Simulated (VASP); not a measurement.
# FeSi (P2_13) in VASP: settings compared, part 2 of 2

VASP 6.6.1. Earlier steps stand in the parts before.

## (5) Single point, r2SCAN (volume changed by -6%)

Input file POSCAR:

```
FeSi
1.0
    4.3131684735      0.0000000000      0.0000000000
    0.0000000000      4.3131684735      0.0000000000
    0.0000000000      0.0000000000      4.3131684735
Fe Si
4 4
Direct
    0.8633399907      0.6366600093      0.3633399907
    0.6366600093      0.3633399907      0.8633399907
    0.3633399907      0.8633399907      0.6366600093
    0.1366600093      0.1366600093      0.1366600093
    0.1588681656      0.3411318344      0.6588681656
    0.3411318344      0.6588681656      0.1588681656
    0.6588681656      0.1588681656      0.3411318344
    0.8411318344      0.8411318344      0.8411318344
```

Input file INCAR.step1:

```
SYSTEM = FeSi
ALGO     = Normal         ! electronic algorithm
EDIFF    = 1E-5           ! SCF threshold, eV
ENCUT    = 660            ! plane-wave cutoff, eV
GGA      = PE             ! functional
GGA_COMPAT= .FALSE.      
ISMEAR   = 0              ! smearing method
LASPH    = .TRUE.         ! aspherical terms in the spheres
LCHARG   = .FALSE.        ! write CHGCAR
LREAL    = .FALSE.        ! projectors in reciprocal space
LWAVE    = .TRUE.         ! write WAVECAR
NBANDS   = 34             ! bands
NELM     = 120            ! most SCF steps
PREC     = Accurate       ! precision mode
SIGMA    = 0.01           ! smearing width, eV
```

Input file INCAR.step2:

```
SYSTEM = FeSi
ALGO     = Normal         ! electronic algorithm
EDIFF    = 1E-6           ! SCF threshold, eV
ENCUT    = 660            ! plane-wave cutoff, eV
GGA_COMPAT= .FALSE.      
ISIF     = 2              ! what is computed and relaxed
ISMEAR   = 0              ! smearing method
ISTART   = 1            
LASPH    = .TRUE.         ! aspherical terms in the spheres
LCHARG   = .TRUE.         ! write CHGCAR
LELF     = .TRUE.         ! ELF
LMIXTAU  = .TRUE.       
LREAL    = .FALSE.        ! projectors in reciprocal space
LVHAR    = .TRUE.       
LWAVE    = .FALSE.        ! write WAVECAR
METAGGA  = R2SCAN         ! meta-GGA
NBANDS   = 34             ! bands
NELM     = 120            ! most SCF steps
PREC     = Accurate       ! precision mode
SIGMA    = 0.01           ! smearing width, eV
```

Input file KPOINTS:

```
k-points
0
G
  6 6 6
  0 0 0
```

Potentials or basis: VASP PAW PBE potentials, release 64 (Fe, Si).

The run is started by

```bash
> cat potpaw_PBE.64/Fe/POTCAR potpaw_PBE.64/Si/POTCAR > POTCAR
> cp INCAR.step1 INCAR
> mpirun -np 1 vasp_std > vasp.out
> cp INCAR.step2 INCAR
> mpirun -np 1 vasp_std > vasp.out
```

OUTCAR:

```text
SYSTEM = FeSi
   EDIFF = 1E-6
   ENCUT = 660
   ISIF = 2
   ISMEAR = 0
   ISTART = 1
   LASPH = .TRUE.
   LREAL = .FALSE.
   METAGGA = R2SCAN
   NELM = 120
   PREC = Accurate

 ion  position               nearest neighbor table
   1  0.863  0.637  0.363-   5 2.21   6 2.24   7 2.24   8 2.24   7 2.42   8 2.42   6 2.42   2 2.65
                             2 2.65   3 2.65   4 2.65   3 2.65   4 2.65
   2  0.637  0.363  0.863-   6 2.21   5 2.24   7 2.24   8 2.24   5 2.42   7 2.42   8 2.42   1 2.65
                             1 2.65   3 2.65   3 2.65   4 2.65   4 2.65
   3  0.363  0.863  0.637-   7 2.21   6 2.24   5 2.24   8 2.24   6 2.42   5 2.42   8 2.42   1 2.65
                             4 2.65   2 2.65   2 2.65   1 2.65   4 2.65
   4  0.137  0.137  0.137-   8 2.21   6 2.24   7 2.24   5 2.24   6 2.42   5 2.42   7 2.42   2 2.65
                             3 2.65   1 2.65   3 2.65   1 2.65   2 2.65
   5  0.159  0.341  0.659-   1 2.21   2 2.24   3 2.24   4 2.24   3 2.42   4 2.42   2 2.42   8 2.67
                             6 2.67   6 2.67   8 2.67   7 2.67   7 2.67
   6  0.341  0.659  0.159-   2 2.21   1 2.24   3 2.24   4 2.24   1 2.42   3 2.42   4 2.42   8 2.67
                             5 2.67   5 2.67   7 2.67   7 2.67   8 2.67
   7  0.659  0.159  0.341-   3 2.21   2 2.24   1 2.24   4 2.24   2 2.42   1 2.42   4 2.42   8 2.67
                             8 2.67   5 2.67   6 2.67   6 2.67   5 2.67
   8  0.841  0.841  0.841-   4 2.21   2 2.24   3 2.24   1 2.24   2 2.42   1 2.42   3 2.42   5 2.67
                             6 2.67   7 2.67   7 2.67   5 2.67   6 2.67

  LATTYP: Found a simple cubic cell.
 ALAT       =     4.3131684735

  Lattice vectors:

 A1 = (   4.3131684735,   0.0000000000,   0.0000000000)
 A2 = (   0.0000000000,   4.3131684735,   0.0000000000)
 A3 = (   0.0000000000,   0.0000000000,   4.3131684735)

Analysis of symmetry for initial positions (statically):
=====================================================================
 Subroutine PRICEL returns:
 Original cell was already a primitive cell.

 Routine SETGRP: Setting up the symmetry group for a
 simple cubic supercell.

 Subroutine GETGRP returns: Found 12 space group operations
 (whereof  3 operations were pure point group operations)
 out of a pool of 48 trial point group operations.

The static configuration has the point symmetry C_3 .
 The point group associated with its full space group is T   .

[... 154 lines left out ...]
   LRPA    =     F    only Hartree local field effects (RPA)
 non-spin polarized calculation
 Gauss-broadening in eV      SIGMA  =   0.01
  energy-cutoff  :      660.00
  volume of cell :       80.24
 maximum number of plane-waves:      3136
   NGX = 19   NGY = 19   NGZ = 19

 number of electron      47.9999984 magnetization

 Free energy of the ion-electron system (eV)
  ---------------------------------------------------
  ext. energy  EPLUGINS =         0.00000000
  ---------------------------------------------------
  free energy    TOTEN  =       -94.47605215 eV

  energy without entropy =      -94.47605215  energy(sigma->0) =      -94.47605215

 E-fermi :  10.9504     XC(G=0): -14.3315

 val. band max:       10.8446785959   @ k =   0.3333   0.0000   0.0000
 cond. band min:      11.1801016892   @ k =   0.3333   0.1667   0.0000
 fundamental gap:      0.3354230933
 Fermi energy:        10.9504065926

 k-point     1 :       0.0000    0.0000    0.0000
  band No.  band energies     occupation
      1      -3.8749      2.00000
      2       2.1236      2.00000
      3       2.1236      2.00000
      4       2.1236      2.00000
      5       5.1058      2.00000
      6       5.1058      2.00000
[... 877 lines left out ...]
     33      17.9244      0.00000
     34      17.9244      0.00000

------------------------ aborting loop because EDIFF is reached ----------------------------------------

  FORCE on cell =-STRESS in cart. coord.  units (eV):
  Direction    XX          YY          ZZ          XY          YZ          ZX
  --------------------------------------------------------------------------------------
  -------------------------------------------------------------------------------------
  Total        9.3982964      9.3982964      9.3982964      0.0000000      0.0000000      0.0000000
  in kB      187.6594563    187.6594563    187.6594563      0.0000000      0.0000000      0.0000000
  external PRESSURE =     187.6594563 kB  Pullay stress =       0.0000000 kB

 VOLUME and BASIS-vectors are now :
 -----------------------------------------------------------------------------
  energy-cutoff  :      660.00
  volume of cell :       80.24
      direct lattice vectors                 reciprocal lattice vectors
     4.313168474  0.000000000  0.000000000     0.231848120  0.000000000  0.000000000
     0.000000000  4.313168474  0.000000000     0.000000000  0.231848120  0.000000000
     0.000000000  0.000000000  4.313168474     0.000000000  0.000000000  0.231848120

 POSITION                                       TOTAL-FORCE (eV/Angst)
 -----------------------------------------------------------------------------------
      3.72373      2.74602      1.56715        -0.190002      0.190002     -0.190002
      2.74602      1.56715      3.72373         0.190002     -0.190002     -0.190002
      1.56715      3.72373      2.74602        -0.190002     -0.190002      0.190002
      0.58944      0.58944      0.58944         0.190002      0.190002      0.190002
      0.68523      1.47136      2.84181        -0.079360      0.079360     -0.079360
      1.47136      2.84181      0.68523         0.079360     -0.079360     -0.079360
      2.84181      0.68523      1.47136        -0.079360     -0.079360      0.079360
      3.62794      3.62794      3.62794         0.079360      0.079360      0.079360
 -----------------------------------------------------------------------------------
    total drift:                               -0.000000     -0.000001     -0.000000

  FREE ENERGIE OF THE ION-ELECTRON SYSTEM (eV)
  ---------------------------------------------------
  free  energy   TOTEN  =       -94.4760521470 eV

  energy  without entropy=      -94.4760521470  energy(sigma->0) =      -94.47605215
```

OUTCAR.step1:

```text
SYSTEM = FeSi
   EDIFF = 1E-5
   ENCUT = 660
   GGA = PE
   ISMEAR = 0
   LASPH = .TRUE.
   LREAL = .FALSE.
   NELM = 120
[... 1137 lines left out ...]
      1.47136      2.84181      0.68523         0.083851     -0.083851     -0.083851
      2.84181      0.68523      1.47136        -0.083851     -0.083851      0.083851
      3.62794      3.62794      3.62794         0.083851      0.083851      0.083851
 -----------------------------------------------------------------------------------
    total drift:                               -0.000000     -0.000001     -0.000000

  FREE ENERGIE OF THE ION-ELECTRON SYSTEM (eV)
  ---------------------------------------------------
  free  energy   TOTEN  =       -58.1966493686 eV

  energy  without entropy=      -58.1966493686  energy(sigma->0) =      -58.19664937
```

OSZICAR.step1:

```text
N       E                     dE             d eps       ncg     rms          rms(c)
DAV:   1     0.394296284257E+03    0.39430E+03   -0.23327E+04  1632   0.195E+03
DAV:   2    -0.297249442423E+02   -0.42402E+03   -0.40297E+03  1632   0.405E+02
DAV:   3    -0.640753542103E+02   -0.34350E+02   -0.30953E+02  1806   0.137E+02
DAV:   4    -0.658721569922E+02   -0.17968E+01   -0.17636E+01  2400   0.294E+01
DAV:   5    -0.659117773896E+02   -0.39620E-01   -0.39555E-01  2268   0.442E+00    0.359E+01
DAV:   6    -0.680375773236E+02   -0.21258E+01   -0.12728E+02  2460   0.140E+02    0.261E+01
DAV:   7    -0.585276254303E+02    0.95100E+01   -0.48962E+01  2326   0.996E+01    0.102E+01
DAV:   8    -0.582898590141E+02    0.23777E+00   -0.31790E+00  2416   0.137E+01    0.295E+00
DAV:   9    -0.582053620239E+02    0.84497E-01   -0.21456E-01  2612   0.524E+00    0.109E+00
DAV:  10    -0.581967214779E+02    0.86405E-02   -0.18730E-02  2516   0.116E+00    0.244E-01
DAV:  11    -0.581966915613E+02    0.29917E-04   -0.10107E-03  1832   0.307E-01    0.130E-01
DAV:  12    -0.581966519253E+02    0.39636E-04   -0.89539E-05  2012   0.482E-02    0.468E-02
DAV:  13    -0.581966493686E+02    0.25567E-05   -0.40265E-05  1418   0.667E-02
   1 F= -.58196649E+02 E0= -.58196649E+02  d E =-.223424E-23
```

Run time: 3 min. Hardware: 1 thread of Intel Xeon Platinum 8488C (Sapphire Rapids), shared host; peak memory 0.26 GiB.

Results:

```yaml
Free_energy: -94.4761 eV
Pressure: 18.8 GPa
Largest_force: 0.329 eV/Å
Band_gap_on_the_k_mesh: 0.34 eV, indirect (least direct gap 0.37 eV)
```

Forces in eV/Å, atoms in the order of the input:
```
Fe  -0.190  0.190 -0.190
Fe   0.190 -0.190 -0.190
Fe  -0.190 -0.190  0.190
Fe   0.190  0.190  0.190
Si  -0.079  0.079 -0.079
Si   0.079 -0.079 -0.079
Si  -0.079 -0.079  0.079
Si   0.079  0.079  0.079
```

Caveat: the PAW data sets were made with another functional, which shifts forces and pressure a little. A k mesh can miss the band edges.

## (6) The runs side by side

```csv
level,cell,cutoff (eV),gap on the mesh (eV),pressure (GPa),largest force (eV/Å)
PBE,"a = 4.448 Å, 8 atoms",600,0.17,0.2,0.03
PBE,"a = 4.492 Å, 8 atoms",600,0.17,-6.2,0.08
PBE,"a = 4.535 Å, 8 atoms",600,0.16,-11.7,0.19
r2SCAN,"a = 4.313 Å, 8 atoms",660,0.34,18.8,0.33
```

Alike in all rows: task single point; potentials or basis VASP PAW PBE potentials, release 64 (Fe, Si); no spin polarisation; k mesh 6 × 6 × 6; smearing gaussian 0.01 eV.

Caveats: the PAW data sets were made with another functional, which shifts forces and pressure a little (some runs).

Total energies depend on the potentials used, so only differences within one code and one set of settings carry meaning.
